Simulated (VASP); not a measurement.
# Sr (P6_3/mmc) in VASP: a series of runs

The runs below take Sr through single point, with PBE.

Program: VASP 6.6.1. These are calculated values, not measurements. Logs are shortened: lines on timing, memory, paths and dates and some standing lists are left out, and cuts for length are marked.

### Step 1. The cell of the first run

Symmetry: P6_3/mmc, No. 194, hexagonal system. Conventional cell: a = 4.310 Å, b = 4.310 Å, c = 7.050 Å, α = 90.00°, β = 90.00°, γ = 120.00°. Sr (site symmetry -6m2) has 12 Sr at 4.31 Å within 5.7 Å.

### Step 2. Single point, PBE

File INCAR:

```
SYSTEM = Sr
PREC = Accurate
ENCUT = 520
EDIFF = 1E-6
ISMEAR = 0
SIGMA = 0.1
LREAL = .False.
LASPH = .True.
NELM = 80
ALGO = Normal
ISIF = 2
LWAVE = .False.
LCHARG = .False.
GGA = PE
NBANDS = 17
```

File KPOINTS:

```
Automatic mesh
0
Gamma
  6 6 4
  0 0 0
```

File POSCAR:

```
Sr
1.0
    4.3100002207      0.0000000000      0.0000000000
   -2.1550001104      3.7325696814      0.0000000000
    0.0000000000      0.0000000000      7.0500000000
Sr
2
Direct
    0.3333333333      0.6666666667      0.2500000000
    0.6666666667      0.3333333333      0.7500000000
```

Potentials or basis: VASP PAW PBE potentials, release 64 (Sr_sv).

Command:

```bash
cat potpaw_PBE.64/Sr_sv/POTCAR > POTCAR
mpirun -np 1 vasp_std > vasp.out
```

OUTCAR:

```text
SYSTEM = Sr
   PREC = Accurate
   ENCUT = 520
   EDIFF = 1E-6
   ISMEAR = 0
   LREAL = .False.
   LASPH = .True.
   NELM = 80
   ISIF = 2
   GGA = PE

 ion  position               nearest neighbor table
   1  0.333  0.667  0.250-   2 4.31   2 4.31   2 4.31   2 4.31   2 4.31   2 4.31
   2  0.667  0.333  0.750-   1 4.31   1 4.31   1 4.31   1 4.31   1 4.31   1 4.31

  LATTYP: Found a hexagonal cell.
 ALAT       =     4.3100002207
 C/A-ratio  =     1.6357307747

  Lattice vectors:

 A1 = (   4.3100002207,   0.0000000000,   0.0000000000)
 A2 = (  -2.1550001104,   3.7325696814,   0.0000000000)
 A3 = (   0.0000000000,   0.0000000000,   7.0500000000)

Analysis of symmetry for initial positions (statically):
=====================================================================
 Subroutine PRICEL returns:
 Original cell was already a primitive cell.

 Routine SETGRP: Setting up the symmetry group for a
 hexagonal supercell.

 Subroutine GETGRP returns: Found 24 space group operations
 (whereof 12 operations were pure point group operations)
 out of a pool of 24 trial point group operations.

The static configuration has the point symmetry D_3d.
 The point group associated with its full space group is D_6h.

Analysis of symmetry for dynamics (positions and initial velocities):
=====================================================================
 Subroutine PRICEL returns:
 Original cell was already a primitive cell.

 Routine SETGRP: Setting up the symmetry group for a
 hexagonal supercell.

 Subroutine GETGRP returns: Found 24 space group operations
 (whereof 12 operations were pure point group operations)
 out of a pool of 24 trial point group operations.

The dynamic configuration has the point symmetry D_3d.
 The point group associated with its full space group is D_6h.

 Subroutine INISYM returns: Found 24 space group operations
 (whereof 12 operations are pure point group operations),
 and found     1 'primitive' translations

----------------------------------------------------------------------------------------

                                     Primitive cell

  volume of cell :     113.4160

  direct lattice vectors                    reciprocal lattice vectors
     4.310000221  0.000000000  0.000000000     0.232018550  0.133955972  0.000000000
    -2.155000110  3.732569681  0.000000000     0.000000000  0.267911944  0.000000000
     0.000000000  0.000000000  7.050000000     0.000000000  0.000000000  0.141843972

  length of vectors
[... 77 lines left out ...]
   NELM   =     80;   NELMIN=  2; NELMDL= -5     # of ELM steps
   EDIFF  = 0.1E-05   stopping-criterion for ELM
   LREAL  =      F    real-space projection
   EDIFFG = 0.1E-04   stopping-criterion for IOM
   NSW    =      0    number of steps for IOM
   IBRION =     -1    ionic relax: 0-MD 1-quasi-New 2-CG
   NFREE  =      0    steps in history (QN), initial steepest desc. (CG)
   ISIF   =      2    stress and relaxation
   ISYM   =      2    0-nonsym 1-usesym 2-fastsym
   POTIM  = 0.5000    time-step for ionic-motion
   TEBEG  =    0.0;   TEEND  =   0.0 temperature during run
   PSTRESS=    0.0 pullay stress
   NELECT =      20.0000    total number of electrons
   NUPDOWN=      -1.0000    fix difference up-down
   EMIN   =  10.00;   EMAX   =-10.00  energy-range for DOS
   EFERMI =   0.00;   METHOD = LEGACY
   ISMEAR =     0;   SIGMA  =   0.10  broadening in eV -4-tet -1-fermi 0-gaus
   EFERMI_NEDOS =   21; number of points for ismear=-14 and -15
   IALGO  =     38    algorithm
   IMIX   =      4    mixing-type and parameters
     AMIX     =   0.40;   BMIX     =  1.00
     AMIX_MAG =   1.60;   BMIX_MAG =  1.00
  volume/ion in A,a.u.               =      56.71       382.68
  Fermi-wavevector in a.u.,A,eV,Ry     =   0.918037  1.734838 11.466873  0.842791
  Thomas-Fermi vector in A             =   2.043073
   LORBIT       =      0    0 simple, 1 ext, 2 COOP (PROOUT), +10 PAW based schemes
   GGA     = PE    functional components
   LHFCALC =     F    Hartree Fock is set to
   AEXX    =    0.0000 exact exchange contribution
   IVDW    =     0    specifies the selected vdW correction
   LEPSILON=     F    determine dielectric tensor
   LRPA    =     F    only Hartree local field effects (RPA)
 non-spin polarized calculation
 Gauss-broadening in eV      SIGMA  =   0.10
  energy-cutoff  :      520.00
  volume of cell :      113.42
 maximum number of plane-waves:      3090
   NGX = 17   NGY = 17   NGZ = 27

 number of electron      20.0000000 magnetization

 Free energy of the ion-electron system (eV)
  ---------------------------------------------------
  ext. energy  EPLUGINS =         0.00000000
  ---------------------------------------------------
  free energy    TOTEN  =        -3.25063964 eV

  energy without entropy =       -3.23117293  energy(sigma->0) =       -3.24090628

 E-fermi :   1.4900     XC(G=0):  -7.2578

 val. band max:        1.4827172663   @ k =   0.1667  -0.0000   0.0000
 cond. band min:       1.5018090315   @ k =   0.0000   0.0000   0.0000
 fundamental gap:      0.0190917652
 Fermi energy:         1.4900089176

 k-point     1 :       0.0000    0.0000    0.0000
  band No.  band energies     occupation
      1     -35.1893      2.00000
      2     -35.1774      2.00000
      3     -17.2553      2.00000
      4     -17.1069      2.00000
      5     -17.1069      2.00000
      6     -17.0828      2.00000
[... 397 lines left out ...]
      4     -17.2219      2.00000
      5     -17.1878      2.00000
      6     -17.1878      2.00000
[... 9 lines left out ...]
     16       4.2883      0.00000
     17       5.5366      0.00000

------------------------ aborting loop because EDIFF is reached ----------------------------------------

  FORCE on cell =-STRESS in cart. coord.  units (eV):
  Direction    XX          YY          ZZ          XY          YZ          ZX
  --------------------------------------------------------------------------------------
  -------------------------------------------------------------------------------------
  Total       -0.1840453     -0.1840453     -0.1707862      0.0000000     -0.0000000      0.0000000
  in kB       -2.5999256     -2.5999256     -2.4126209      0.0000000     -0.0000000      0.0000000
  external PRESSURE =      -2.5374907 kB  Pullay stress =       0.0000000 kB

 VOLUME and BASIS-vectors are now :
 -----------------------------------------------------------------------------
  energy-cutoff  :      520.00
  volume of cell :      113.42
      direct lattice vectors                 reciprocal lattice vectors
     4.310000221  0.000000000  0.000000000     0.232018550  0.133955972  0.000000000
    -2.155000110  3.732569681  0.000000000     0.000000000  0.267911944  0.000000000
     0.000000000  0.000000000  7.050000000     0.000000000  0.000000000  0.141843972

 POSITION                                       TOTAL-FORCE (eV/Angst)
 -----------------------------------------------------------------------------------
     -0.00000      2.48838      1.76250        -0.000000     -0.000000      0.000000
      2.15500      1.24419      5.28750         0.000000      0.000000      0.000000
 -----------------------------------------------------------------------------------
    total drift:                               -0.000000      0.000000     -0.000000

  FREE ENERGIE OF THE ION-ELECTRON SYSTEM (eV)
  ---------------------------------------------------
  free  energy   TOTEN  =        -3.2506396362 eV

  energy  without entropy=       -3.2311729318  energy(sigma->0) =       -3.24090628
```

OSZICAR:

```text
N       E                     dE             d eps       ncg     rms          rms(c)
DAV:   1     0.110153170156E+03    0.11015E+03   -0.94305E+03   714   0.984E+02
DAV:   2     0.554514713502E+01   -0.10461E+03   -0.10254E+03   912   0.229E+02
DAV:   3    -0.306583269286E+01   -0.86110E+01   -0.85890E+01  1320   0.474E+01
DAV:   4    -0.323976829439E+01   -0.17394E+00   -0.17316E+00   961   0.660E+00
DAV:   5    -0.324403761783E+01   -0.42693E-02   -0.42690E-02  1191   0.753E-01    0.158E+01
DAV:   6    -0.324761293902E+01   -0.35753E-02   -0.13905E-02   913   0.122E+00    0.890E+00
DAV:   7    -0.325046920123E+01   -0.28563E-02   -0.23998E-02   888   0.158E+00    0.440E-01
DAV:   8    -0.325055233312E+01   -0.83132E-04   -0.29131E-03  1112   0.278E-01    0.159E-01
DAV:   9    -0.325061241085E+01   -0.60078E-04   -0.12582E-04  1042   0.613E-02    0.452E-02
DAV:  10    -0.325064136949E+01   -0.28959E-04   -0.15739E-05   889   0.286E-02    0.212E-02
DAV:  11    -0.325064032239E+01    0.10471E-05   -0.63001E-07   749   0.554E-03    0.328E-03
DAV:  12    -0.325063963623E+01    0.68616E-06   -0.30329E-07   589   0.327E-03
   1 F= -.32506396E+01 E0= -.32409063E+01  d E =-.194667E-01
```

It took 39 s on 1 thread of Intel Xeon Platinum 8375C at 2.90GHz (Ice Lake), shared host; peak memory 0.23 GiB.

Results:

```
Free energy            : -3.2506 eV
Pressure               : -0.3 GPa
Band gap on the k mesh : zero (band 10 reaches 1.61 eV, above the bottom of band 11 at 1.37 eV)
```

Levels at points of the mesh, in eV from the Fermi level:
```tsv
k point	band 8	band 9	band 10	band 11	band 12	band 13
(0.00, 0.00, 0.00)	-18.57	-3.61	-1.13	0.01	2.26	2.27
(0.50, 0.00, 0.00)	-18.60	-1.12	-0.55	0.09	0.25	1.27
(0.00, 0.00, 0.50)	-18.58	-2.69	-2.69	1.25	1.25	2.26
(0.50, 0.00, 0.50)	-18.62	-0.79	-0.79	0.21	0.21	1.31
```

### Step 3. Single point, PBE

This run uses another cell than the first one: it holds 6 atoms, not 2.

File INCAR:

```
ALGO = Fast
EDIFF = 1E-7
ENCUT = 520
GGA = PE
ISIF = 2
ISMEAR = 0
LASPH = True
LCHARG = False
LREAL = False
LWAVE = False
NBANDS = 39
NELM = 80
PREC = Accurate
SIGMA = 0.1
```

File KPOINTS:

```
k-points
0
Gamma
  6 6 6
```

File POSCAR:

```
Sr
1.0
    0.0000000000      0.0000000000      7.0133159817
    6.4016348802      3.6959856214      0.0000000000
   -6.4016348802      3.6959856213      0.0000000000
Sr
6
Direct
    0.2500000000      0.3333333333      0.3333333333
    0.2500000000      0.6666666667      0.0000000000
    0.2500000000      0.0000000000      0.6666666667
    0.7500000000      0.3333333333      0.0000000000
    0.7500000000      0.6666666667      0.6666666667
    0.7500000000      0.0000000000      0.3333333333
```

Potentials or basis: VASP PAW PBE potentials, release 64 (Sr_sv).

Command:

```bash
cat potpaw_PBE.64/Sr_sv/POTCAR > POTCAR
mpirun -np 1 vasp_std > vasp.out
```

It took 18 min on 1 thread of Oxide Virtual Turin-like, shared host; peak memory 0.53 GiB.

Results (log left out):

```
Free energy            : -9.8233 eV
Pressure               : 0.0 GPa
Band gap on the k mesh : zero (band 30 reaches 1.70 eV, above the bottom of band 31 at 1.47 eV)
```

Stress tensor (GPa, compression positive):
```
-0.03  0.00  0.00
 0.00 -0.03  0.00
 0.00  0.00  0.08
```

Levels at points of the mesh, in eV from the Fermi level:
| k point | band 27 | band 28 | band 29 | band 30 | band 31 | band 32 | band 33 | band 34 |
| --- | --- | --- | --- | --- | --- | --- | --- | --- |
| (0.00, 0.00, 0.00) | -0.26 | -0.26 | -0.26 | -0.26 | -0.13 | -0.13 | 0.00 | 0.34 |
| (0.50, 0.00, 0.00) | 0.10 | 0.10 | 0.10 | 0.10 | 0.24 | 0.24 | 0.24 | 0.24 |
| (0.00, 0.50, 0.00) | -1.13 | -0.56 | -0.12 | -0.12 | -0.01 | -0.01 | 0.05 | 0.22 |
| (0.50, 0.50, 0.00) | -1.75 | -1.75 | -0.83 | -0.83 | 0.22 | 0.22 | 0.91 | 0.91 |
